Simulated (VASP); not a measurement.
HW3C4, 8 atoms in the cell. The cell holds a slab with vacuum, 8 atoms: a = 2.828 Å, b = 2.898 Å, c = 25.957 Å, α = 90.00°, β = 90.00°, γ = 90.00°. 

* Program: VASP 6.6.1
* Task: single point
* Functional: PBEsol
* Potentials or basis: VASP PAW PBE potentials, release 64 (C, W_sv, H)
* Cutoff: 520 eV
* k mesh: 10 × 10 × 1
* Occupations: gaussian, width 0.1 eV
* Spin: no spin polarisation
* Dipole correction: yes
* Further INCAR settings: ALGO = Normal; EDIFF = 1e-06; NBANDS = 40

Potentials or basis: VASP PAW PBE potentials, release 64 (C, W_sv, H).

Command:

```console
$ cat potpaw_PBE.64/C/POTCAR potpaw_PBE.64/W_sv/POTCAR potpaw_PBE.64/H/POTCAR > POTCAR
$ mpirun -np 1 vasp_std > vasp.out
```

Hardware: 1 thread of Intel(R) Xeon(R) 6975P-C (Granite Rapids) (shared host).

Q: Estimate the wall time of this run.

A: Wall time 5.6 min on 1 thread of Intel(R) Xeon(R) 6975P-C (Granite Rapids) (shared host), peak memory 0.48 GiB. Counts: scf iterations 29, k points 36.
